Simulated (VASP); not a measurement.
# NbRh (P4/mmm) in VASP: further runs, part 3 of 3

VASP 6.6.1. Earlier steps stand in the parts before.

## Step 7: Relaxation of cell and atoms, LDA

This run uses another cell than the first one, of 15.02 Å³/atom.

The input, INCAR:

```
SYSTEM = NbRh
  PREC = Accurate
  ENCUT = 600
  EDIFF = 1E-7
  ISMEAR = -1
  SIGMA = 0.15
  LREAL = .False.
  LASPH = .True.
  NELM = 100
  ALGO = Fast
  ISIF = 3
  LWAVE = .False.
  LCHARG = .False.
  GGA = CA
  IBRION = 2
  NSW = 80
  EDIFFG = -0.001
```

The input, KPOINTS:

```
regular mesh
0
Gamma
  14 14 12
  0 0 0
```

The input, POSCAR:

```
NbRh
1.0
    2.8064099545      0.0000000000      0.0000000000
    0.0000000000      2.8064099545      0.0000000000
    0.0000000000      0.0000000000      3.8128840908
Nb Rh
1 1
Direct
    0.0000000000      0.0000000000      0.0000000000
    0.5000000000      0.5000000000      0.5000000000
```

Potentials or basis: VASP PAW LDA potentials, release 64 (Nb_sv, Rh_pv).

Launch:

```sh
$ cat potpaw_LDA.64/Nb_sv/POTCAR potpaw_LDA.64/Rh_pv/POTCAR > POTCAR
$ mpirun -np 1 vasp_std > vasp.out
```

OUTCAR:

```text
SYSTEM = NbRh
   PREC = Accurate
   ENCUT = 600
   EDIFF = 1E-7
   ISMEAR = -1
   LREAL = .False.
   LASPH = .True.
   NELM = 100
   ISIF = 3
   GGA = CA
   IBRION = 2
   NSW = 80
   EDIFFG = -0.001

 ion  position               nearest neighbor table
   1  0.000  0.000  0.000-   2 2.75   2 2.75   2 2.75   2 2.75   2 2.75   2 2.75   2 2.75   2 2.75

   2  0.500  0.500  0.500-   1 2.75   1 2.75   1 2.75   1 2.75   1 2.75   1 2.75   1 2.75   1 2.75

  LATTYP: Found a simple tetragonal cell.
 ALAT       =     2.8064099545
 C/A-ratio  =     1.3586340387

  Lattice vectors:

 A1 = (   2.8064099545,   0.0000000000,   0.0000000000)
 A2 = (   0.0000000000,   2.8064099545,   0.0000000000)
 A3 = (   0.0000000000,   0.0000000000,   3.8128840908)

Analysis of symmetry for initial positions (statically):
=====================================================================
 Subroutine PRICEL returns:
 Original cell was already a primitive cell.

 Routine SETGRP: Setting up the symmetry group for a
 simple tetragonal supercell.

 Subroutine GETGRP returns: Found 16 space group operations
 (whereof 16 operations were pure point group operations)
 out of a pool of 16 trial point group operations.
[... 267 lines left out ...]
  free  energy   TOTEN  =       -20.8606396277 eV

  energy  without entropy=      -20.7369251043  energy(sigma->0) =      -20.79878237

[... ionic steps 4 to 8 ...]

--------------------------------------- Ionic step        9  -------------------------------------------

 number of electron      27.9999997 magnetization

------------------------ aborting loop because EDIFF is reached ----------------------------------------
[... 67 lines left out ...]
--------------------------------------- Ionic step       11  -------------------------------------------

 number of electron      27.9999997 magnetization

 Free energy of the ion-electron system (eV)
  ---------------------------------------------------
  ext. energy  EPLUGINS =         0.00000000
  ---------------------------------------------------
  free energy    TOTEN  =       -20.86064396 eV

  energy without entropy =      -20.73691592  energy(sigma->0) =      -20.79877994

 E-fermi :  12.2801     XC(G=0): -13.7362

 val. band max:       12.2739254450   @ k =   0.3571   0.3571   0.2500
 cond. band min:      12.2811181375   @ k =   0.5000   0.0000   0.3333
 fundamental gap:      0.0071926925
 Fermi energy:        12.2801286238

 k-point     1 :       0.0000    0.0000    0.0000
  band No.  band energies     occupation
      1     -42.2548      2.00000
      2     -34.0371      2.00000
      3     -33.7912      2.00000
      4     -33.7912      2.00000
      5     -18.4921      2.00000
      6     -17.9023      2.00000
[... 481 lines left out ...]
      5     -18.7645      2.00000
      6     -18.3713      2.00000
[... 10 lines left out ...]
     17      15.1196      0.00000
     18      15.8845      0.00000

 [... further k-points ...]

------------------------ aborting loop because EDIFF is reached ----------------------------------------

  FORCE on cell =-STRESS in cart. coord.  units (eV):
  Direction    XX          YY          ZZ          XY          YZ          ZX
  --------------------------------------------------------------------------------------
  -------------------------------------------------------------------------------------
  Total       -0.0019095     -0.0019095      0.0013519      0.0000000     -0.0000000      0.0000000
  in kB       -0.1016219     -0.1016219      0.0719478      0.0000000     -0.0000000      0.0000000
  external PRESSURE =      -0.0437653 kB  Pullay stress =       0.0000000 kB
[... 17 lines left out ...]
  FREE ENERGIE OF THE ION-ELECTRON SYSTEM (eV)
  ---------------------------------------------------
  free  energy   TOTEN  =       -20.8606439591 eV

  energy  without entropy=      -20.7369159194  energy(sigma->0) =      -20.79877994

 reached required accuracy - stopping structural energy minimisation
```

OSZICAR:

```text
N       E                     dE             d eps       ncg     rms          rms(c)
DAV:   1     0.357603740223E+03    0.35760E+03   -0.18542E+04  9080   0.192E+03
DAV:   2    -0.701312220165E+01   -0.36462E+03   -0.35935E+03 10994   0.657E+02
DAV:   3    -0.211800668675E+02   -0.14167E+02   -0.13575E+02 13876   0.121E+02
[... 121 lines left out ...]
       N       E                     dE             d eps       ncg     rms          rms(c)
DAV:   1    -0.208606446916E+02   -0.71688E-06   -0.15355E-05  9226   0.526E-02    0.674E-03
RMM:   2    -0.208606446425E+02    0.49090E-07   -0.46252E-06  8810   0.195E-02    0.537E-03
RMM:   3    -0.208606439712E+02    0.67131E-06   -0.60841E-07  7310   0.989E-03    0.107E-03
RMM:   4    -0.208606439591E+02    0.12065E-07   -0.20661E-07  5692   0.565E-03
  11 F= -.20860644E+02 E0= -.20798780E+02  d E =-.552077E-07
```

CONTCAR:

```text
NbRh
   1.00000000000000
     2.8095538991732654    0.0000000000000000   -0.0000000000000000
     0.0000000000000000    2.8095538991732654    0.0000000000000000
     0.0000000000000000   -0.0000000000000000    3.8139295700401781
  Nb              Rh
     1     1
Direct
     0.0000000000000000    0.0000000000000000    1.0000000000000000
     0.5000000000000000    0.5000000000000000    0.5000000000000000

  0.00000000E+00  0.00000000E+00  0.00000000E+00
  0.00000000E+00  0.00000000E+00  0.00000000E+00
```

Run time: 11 min. Hardware: 1 thread of Intel Xeon Platinum 8175M at 2.50GHz (Skylake/Cascade Lake), shared host; peak memory 0.29 GiB.

What came out:

```
Free energy                           : -20.8606 eV
Relaxed volume                        : 15.05 Å³/atom
Relaxed cell                          : a = 2.810 Å, b = 2.810 Å, c = 3.814 Å, α = 90.00°, β = 90.00°, γ = 90.00°
Space group after relaxing (to 0.1 Å) : P4/mmm (No. 123)
Energy gained by relaxing             : 0.1 meV/atom
Ionic steps                           : 11
Pressure after relaxing               : 0.0 GPa
Band gap on the k mesh                : zero (bands 14 and 15 overlap by 4.99 eV)
```

The path:
```
step  energy change (eV)  largest force (eV/Å)  pressure (GPa)  volume (Å³)
   1              0.0000                0.0000            0.62        30.03
   2              0.0007                0.0000           -1.46        30.28
   3             -0.0002                0.0000           -0.02        30.10
   4             -0.0002                0.0000            0.03        30.10
   5             -0.0002                0.0000            0.02        30.10
   6             -0.0002                0.0000            0.02        30.10
   7             -0.0002                0.0000            0.04        30.10
   8             -0.0002                0.0000           -0.12        30.12
   9             -0.0002                0.0000           -0.01        30.11
  10             -0.0002                0.0000           -0.01        30.11
  11             -0.0002                0.0000            0.00        30.11
```

Final structure:
```
Nb Rh
1.0
     2.80955    0.00000    0.00000
     0.00000    2.80955    0.00000
     0.00000    0.00000    3.81393
Nb Rh
1 1
Direct
  0.00000 0.00000 0.00000
  0.50000 0.50000 0.50000
```

Levels at points of the mesh, in eV from the Fermi level:
```tsv
k point	band 11	band 12	band 13	band 14	band 15	band 16	band 17	band 18
(0.00, 0.00, 0.00)	-2.32	-2.32	-1.07	-0.64	1.14	4.30	4.30	4.42
(0.50, 0.00, 0.00)	-2.98	-1.84	-1.74	-1.53	-1.32	1.26	2.76	2.91
(0.50, 0.50, 0.00)	-5.10	0.62	1.43	3.56	3.56	3.77	3.77	4.02
(0.00, 0.00, 0.50)	-2.58	-1.59	-1.55	-1.55	-0.47	1.16	2.01	2.01
(0.50, 0.00, 0.50)	-2.56	-2.41	-0.54	1.10	1.13	1.75	3.24	4.27
(0.50, 0.50, 0.50)	-3.27	-1.98	-1.98	-1.39	0.63	2.72	6.33	8.85
```

## Step 8: Overview

| task | cell | cutoff (eV) | gap on the mesh (eV) | pressure (GPa) |
| --- | --- | --- | --- | --- |
| single point | a = 2.788, b = 2.788, c = 3.792 Å, 2 atoms | 520 | none | 5.7 |
| single point | a = 2.801, b = 2.801, c = 3.805 Å, 2 atoms | 520 | none | 2.3 |
| single point | a = 2.809, b = 2.809, c = 3.812 Å, 2 atoms | 520 | none | 0.3 |
| single point | a = 2.829, b = 2.829, c = 3.832 Å, 2 atoms | 520 | none | -4.3 |
| relaxation of shape and atoms at fixed volume | relaxed from a = 2.790, b = 2.790, c = 3.787 Å, 2 atoms | 600 | none | 5.7 |
| relaxation of cell and atoms | relaxed from a = 2.806, b = 2.806, c = 3.813 Å, 2 atoms | 600 | none | 0.0 |

Alike in all rows: level LDA; potentials or basis VASP PAW LDA potentials, release 64 (Nb_sv, Rh_pv); no spin polarisation; k mesh 14 × 14 × 12; smearing fermi-dirac 0.15 eV.

Caveats: the cell stands under pressure (at least some runs); the cell stands under tension (at least some runs).

Absolute energies hang on the potentials; compare differences alone.
